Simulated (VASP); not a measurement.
# SnSe (P6_3mc) in VASP: a series of runs

SnSe is run at these levels: PBEsol; tasks: single point.

Program: VASP 6.6.1. These are calculated values, not measurements. Logs are shortened: lines on timing, memory, paths and dates and some standing lists are left out, and cuts for length are marked.

### 1 The cell of the first run

Symmetry: P6_3mc, No. 186, hexagonal system. The conventional cell has a = 2.839 Å, b = 2.839 Å, c = 9.746 Å, α = 90.00°, β = 90.00°, γ = 120.00°. Sn (site symmetry 3m) has 4 Se at 2.51 to 2.88 Å and 6 Sn at 2.84 Å within 3.3 Å. Se (site symmetry 3m) has 4 Sn at 2.51 to 2.88 Å and 6 Se at 2.84 Å within 3.3 Å.

### 2 Single point, PBEsol

INCAR

```
PREC = Accurate
ENCUT = 520
EDIFF = 1E-7
ISMEAR = -1
SIGMA = 0.01
LREAL = False
LASPH = True
NELM = 100
ALGO = Normal
ISIF = 2
LWAVE = False
LCHARG = False
GGA = PS
NBANDS = 28
```

KPOINTS

```
Automatic mesh
0
Gamma
  4 4 3
```

POSCAR

```
SnSe
1.0
    2.8393700937      0.0000000000      0.0000000000
   -1.4196850468      2.4589666319      0.0000000000
    0.0000000000      0.0000000000      9.7455522324
Sn Se
2 2
Direct
    0.3333333333      0.6666666667      0.0588081803
    0.6666666667      0.3333333333      0.5588081803
    0.3333333333      0.6666666667      0.3161918197
    0.6666666667      0.3333333333      0.8161918197
```

Potentials or basis: VASP PAW PBE potentials, release 64 (Sn_d, Se).

Command:

```
$ cat potpaw_PBE.64/Sn_d/POTCAR potpaw_PBE.64/Se/POTCAR > POTCAR
$ mpirun -np 1 vasp_std > vasp.out
```

OUTCAR:

```text
PREC = Accurate
   ENCUT = 520
   EDIFF = 1E-7
   ISMEAR = -1
   LREAL = False
   LASPH = True
   NELM = 100
   ISIF = 2
   GGA = PS

 ion  position               nearest neighbor table
   1  0.333  0.667  0.059-   3 2.51   4 2.88   4 2.88   4 2.88
   2  0.667  0.333  0.559-   4 2.51   3 2.88   3 2.88   3 2.88
   3  0.333  0.667  0.316-   1 2.51   2 2.88   2 2.88   2 2.88
   4  0.667  0.333  0.816-   2 2.51   1 2.88   1 2.88   1 2.88

  LATTYP: Found a hexagonal cell.
 ALAT       =     2.8393700937
 C/A-ratio  =     3.4322937521

  Lattice vectors:

 A1 = (   2.8393700937,   0.0000000000,   0.0000000000)
 A2 = (  -1.4196850468,   2.4589666319,   0.0000000000)
 A3 = (   0.0000000000,   0.0000000000,   9.7455522324)

Analysis of symmetry for initial positions (statically):
=====================================================================
 Subroutine PRICEL returns:
 Original cell was already a primitive cell.

 Routine SETGRP: Setting up the symmetry group for a
 hexagonal supercell.

 Subroutine GETGRP returns: Found 12 space group operations
 (whereof  6 operations were pure point group operations)
 out of a pool of 24 trial point group operations.

The static configuration has the point symmetry C_3v.
 The point group associated with its full space group is C_6v.

Analysis of symmetry for dynamics (positions and initial velocities):
=====================================================================
 Subroutine PRICEL returns:
 Original cell was already a primitive cell.

 Routine SETGRP: Setting up the symmetry group for a
 hexagonal supercell.

 Subroutine GETGRP returns: Found 12 space group operations
 (whereof  6 operations were pure point group operations)
 out of a pool of 24 trial point group operations.

The dynamic configuration has the point symmetry C_3v.
 The point group associated with its full space group is C_6v.

 Subroutine INISYM returns: Found 12 space group operations
 (whereof  6 operations are pure point group operations),
 and found     1 'primitive' translations

----------------------------------------------------------------------------------------

                                     Primitive cell

  volume of cell :      68.0426

  direct lattice vectors                    reciprocal lattice vectors
     2.839370094  0.000000000  0.000000000     0.352190791  0.203337448  0.000000000
    -1.419685047  2.458966632  0.000000000     0.000000000  0.406674896  0.000000000
     0.000000000  0.000000000  9.745552232     0.000000000  0.000000000  0.102610912

  length of vectors
     2.839370094  2.839370094  9.745552232     0.406674896  0.406674896  0.102610912

  position of ions in fractional coordinates (direct lattice)
     0.333333333  0.666666667  0.058808180
     0.666666667  0.333333333  0.558808180
     0.333333333  0.666666667  0.316191820
     0.666666667  0.333333333  0.816191820

  ion indices of the primitive-cell ions
   primitive index   ion index
                 1           1
                 2           2
                 3           3
                 4           4

----------------------------------------------------------------------------------------

 KPOINTS: Automatic mesh

Automatic generation of k-mesh.
 Grid dimensions read from file:
 generate k-points for:    4    4    3

 Generating k-lattice:

  Cartesian coordinates                     Fractional coordinates (reciprocal lattice)
     0.088047698  0.050834362  0.000000000     0.250000000  0.000000000  0.000000000
     0.000000000  0.101668724  0.000000000     0.000000000  0.250000000  0.000000000
     0.000000000  0.000000000  0.034203637     0.000000000  0.000000000  0.333333333

  Length of vectors
     0.101668724  0.101668724  0.034203637

  Shift w.r.t. Gamma in fractional coordinates (k-lattice)
     0.000000000  0.000000000  0.000000000

 Subroutine IBZKPT returns following result:
 ===========================================

 Found      8 irreducible k-points:

 Following reciprocal coordinates:
            Coordinates               Weight
  0.000000  0.000000  0.000000      1.000000
  0.250000  0.000000  0.000000      6.000000
  0.500000  0.000000  0.000000      3.000000
  0.250000  0.250000  0.000000      6.000000
  0.000000  0.000000  0.333333      2.000000
  0.250000  0.000000  0.333333     12.000000
  0.500000  0.000000  0.333333      6.000000
  0.250000  0.250000  0.333333     12.000000
   k-points           NKPTS =      8   k-points in BZ     NKDIM =      8   number of bands    NBANDS=     28
   number of dos      NEDOS =    301   number of ions     NIONS =      4
   total plane-waves  NPLWV =  41472
   dimension x,y,z NGX =    24 NGY =   24 NGZ =   72
   dimension x,y,z NGXF=    48 NGYF=   48 NGZF=  144
   ions per type =               2   2
   NGX,Y,Z   is equivalent  to a cutoff of  14.05, 14.05, 12.28 a.u.
   NGXF,Y,Z  is equivalent  to a cutoff of  28.10, 28.10, 24.56 a.u.
 SYSTEM =  unknown system
   PREC   = accura    normal or accurate (medium, high low for compatibility)
   ISTART =      0    job   : 0-new  1-cont  2-samecut
   ICHARG =      2    charge: 1-file 2-atom 10-const
   ISPIN  =      1    spin polarized calculation?
   LNONCOLLINEAR =      F non collinear calculations
   LSORBIT =      F    spin-orbit coupling
   LASPH  =      T    aspherical Exc in radial PAW
   ENCUT  =  520.0 eV  38.22 Ry    6.18 a.u.   5.28  5.28 18.12*2*pi/ulx,y,z
   NELM   =    100;   NELMIN=  2; NELMDL= -5     # of ELM steps
   EDIFF  = 0.1E-06   stopping-criterion for ELM
   LREAL  =      F    real-space projection
   EDIFFG = 0.1E-05   stopping-criterion for IOM
   NSW    =      0    number of steps for IOM
   IBRION =     -1    ionic relax: 0-MD 1-quasi-New 2-CG
   NFREE  =      0    steps in history (QN), initial steepest desc. (CG)
   ISIF   =      2    stress and relaxation
   ISYM   =      2    0-nonsym 1-usesym 2-fastsym
   POTIM  = 0.5000    time-step for ionic-motion
   TEBEG  =    0.0;   TEEND  =   0.0 temperature during run
   PSTRESS=    0.0 pullay stress
   NELECT =      40.0000    total number of electrons
   NUPDOWN=      -1.0000    fix difference up-down
   EMIN   =  10.00;   EMAX   =-10.00  energy-range for DOS
   EFERMI =   0.00;   METHOD = LEGACY
   ISMEAR =    -1;   SIGMA  =   0.01  broadening in eV -4-tet -1-fermi 0-gaus
   EFERMI_NEDOS =   21; number of points for ismear=-14 and -15
   IALGO  =     38    algorithm
   IMIX   =      4    mixing-type and parameters
     AMIX     =   0.40;   BMIX     =  1.00
     AMIX_MAG =   1.60;   BMIX_MAG =  1.00
  volume/ion in A,a.u.               =      17.01       114.79
  Fermi-wavevector in a.u.,A,eV,Ry     =   1.371412  2.591592 25.589424  1.880770
  Thomas-Fermi vector in A             =   2.497111
   LORBIT       =      0    0 simple, 1 ext, 2 COOP (PROOUT), +10 PAW based schemes
   GGA     = PS    functional components
   LHFCALC =     F    Hartree Fock is set to
   AEXX    =    0.0000 exact exchange contribution
   IVDW    =     0    specifies the selected vdW correction
   LEPSILON=     F    determine dielectric tensor
   LRPA    =     F    only Hartree local field effects (RPA)
 non-spin polarized calculation
  energy-cutoff  :      520.00
  volume of cell :       68.04
 maximum number of plane-waves:      1844
 NGX is ok and might be reduce to    24
   NGX = 11   NGY = 11   NGZ = 37

 number of electron      40.0000005 magnetization

 Free energy of the ion-electron system (eV)
  ---------------------------------------------------
  ext. energy  EPLUGINS =         0.00000000
  ---------------------------------------------------
  free energy    TOTEN  =       -13.02135155 eV

  energy without entropy =      -13.02055567  energy(sigma->0) =      -13.02095361

 E-fermi :  11.7178     XC(G=0): -12.1822

 val. band max:       11.7108354579   @ k =   0.5000   0.0000   0.0000
 cond. band min:      12.1657253539   @ k =   0.2500   0.2500   0.0000
 fundamental gap:      0.4548898960
 Fermi energy:        11.7177676182

 k-point     1 :       0.0000    0.0000    0.0000
  band No.  band energies     occupation
      1     -10.7005      2.00000
      2     -10.6622      2.00000
      3     -10.4891      2.00000
      4     -10.4891      2.00000
      5     -10.4891      2.00000
      6     -10.4891      2.00000
[... 20 lines left out ...]
     27      22.7220      0.00000
     28      22.7220      0.00000

 k-point     2 :       0.2500    0.0000    0.0000
  band No.  band energies     occupation
      1     -10.6698      2.00000
      2     -10.6639      2.00000
      3     -10.3948      2.00000
      4     -10.3688      2.00000
      5     -10.3059      2.00000
      6     -10.2991      2.00000
[... 20 lines left out ...]
     27      19.1358      0.00000
     28      19.7012      0.00000

 k-point     3 :       0.5000    0.0000    0.0000
  band No.  band energies     occupation
      1     -10.7982      2.00000
      2     -10.7970      2.00000
      3     -10.4927      2.00000
      4     -10.4877      2.00000
      5     -10.1828      2.00000
      6     -10.1804      2.00000
[... 20 lines left out ...]
     27      17.4893      0.00000
     28      17.5765      0.00000

 k-point     4 :       0.2500    0.2500    0.0000
  band No.  band energies     occupation
      1     -10.4798      2.00000
      2     -10.4797      2.00000
      3     -10.4178      2.00000
      4     -10.4118      2.00000
      5     -10.3429      2.00000
      6     -10.3362      2.00000
[... 20 lines left out ...]
     27      17.7964      0.00000
     28      19.4555      0.00000

 k-point     5 :       0.0000    0.0000    0.3333
  band No.  band energies     occupation
      1     -10.6909      2.00000
      2     -10.6718      2.00000
      3     -10.4891      2.00000
      4     -10.4891      2.00000
      5     -10.4891      2.00000
      6     -10.4891      2.00000
[... 20 lines left out ...]
     27      22.6152      0.00000
     28      22.6152      0.00000

 k-point     6 :       0.2500    0.0000    0.3333
  band No.  band energies     occupation
      1     -10.6683      2.00000
      2     -10.6653      2.00000
      3     -10.3889      2.00000
      4     -10.3761      2.00000
      5     -10.3035      2.00000
      6     -10.3002      2.00000
[... 20 lines left out ...]
     27      19.2735      0.00000
     28      20.0359      0.00000

 k-point     7 :       0.5000    0.0000    0.3333
  band No.  band energies     occupation
      1     -10.7979      2.00000
      2     -10.7973      2.00000
      3     -10.4916      2.00000
      4     -10.4890      2.00000
      5     -10.1822      2.00000
      6     -10.1810      2.00000
[... 20 lines left out ...]
     27      17.3934      0.00000
     28      18.0252      0.00000

 k-point     8 :       0.2500    0.2500    0.3333
  band No.  band energies     occupation
      1     -10.4797      2.00000
      2     -10.4797      2.00000
      3     -10.4167      2.00000
      4     -10.4137      2.00000
      5     -10.3409      2.00000
      6     -10.3375      2.00000
[... 20 lines left out ...]
     27      18.4855      0.00000
     28      19.3643      0.00000

------------------------ aborting loop because EDIFF is reached ----------------------------------------

  FORCE on cell =-STRESS in cart. coord.  units (eV):
  Direction    XX          YY          ZZ          XY          YZ          ZX
  --------------------------------------------------------------------------------------
  -------------------------------------------------------------------------------------
  Total       19.2082653     19.2082653     19.2590461      0.0000000      0.0000000     -0.0000000
  in kB      452.2906769    452.2906769    453.4863944      0.0000000      0.0000000     -0.0000000
  external PRESSURE =     452.6892494 kB  Pullay stress =       0.0000000 kB

 VOLUME and BASIS-vectors are now :
 -----------------------------------------------------------------------------
  energy-cutoff  :      520.00
  volume of cell :       68.04
      direct lattice vectors                 reciprocal lattice vectors
     2.839370094  0.000000000  0.000000000     0.352190791  0.203337448  0.000000000
    -1.419685047  2.458966632  0.000000000     0.000000000  0.406674896  0.000000000
     0.000000000  0.000000000  9.745552232     0.000000000  0.000000000  0.102610912

 POSITION                                       TOTAL-FORCE (eV/Angst)
 -----------------------------------------------------------------------------------
     -0.00000      1.63931      0.57312         0.000000     -0.000000     -0.006685
      1.41969      0.81966      5.44589        -0.000000      0.000000     -0.006685
     -0.00000      1.63931      3.08146        -0.000000      0.000000      0.006685
      1.41969      0.81966      7.95424         0.000000     -0.000000      0.006685
 -----------------------------------------------------------------------------------
    total drift:                               -0.000000      0.000000     -0.000284

  FREE ENERGIE OF THE ION-ELECTRON SYSTEM (eV)
  ---------------------------------------------------
  free  energy   TOTEN  =       -13.0213515465 eV

  energy  without entropy=      -13.0205556725  energy(sigma->0) =      -13.02095361
```

Wall time 22 s (1 thread of Intel Xeon 8259CL, shared host); peak memory 0.19 GiB.

What came out:

```
Free energy            : -13.0214 eV
Pressure               : 45.3 GPa
Largest force          : 0.007 eV/Å
Band gap on the k mesh : zero (band 20 reaches 14.65 eV, above the bottom of band 21 at 10.59 eV)
```

Forces in eV/Å, atoms in the order of the input:
```
Sn   0.000  0.000 -0.007
Sn   0.000  0.000 -0.007
Se   0.000  0.000  0.007
Se   0.000  0.000  0.007
```

Stress tensor (GPa, compression positive):
```
45.23  0.00  0.00
 0.00 45.23  0.00
 0.00  0.00 45.35
```

Levels at points of the mesh, in eV from the Fermi level:
```
           k point  band 17  band 18  band 19  band 20  band 21  band 22
(0.00, 0.00, 0.00)    -1.11     2.78     2.78     2.93     2.93     6.47
(0.50, 0.00, 0.00)    -4.23    -4.05    -3.59    -1.08    -0.41    -0.01
```

Caveat: the k points lie up to 0.64 Å⁻¹ apart; the PAW data sets were made with another functional, which shifts forces and pressure a little; spin-orbit coupling is left out, which moves the levels of the heavy elements.

(Part 1 of 2 ends here.)
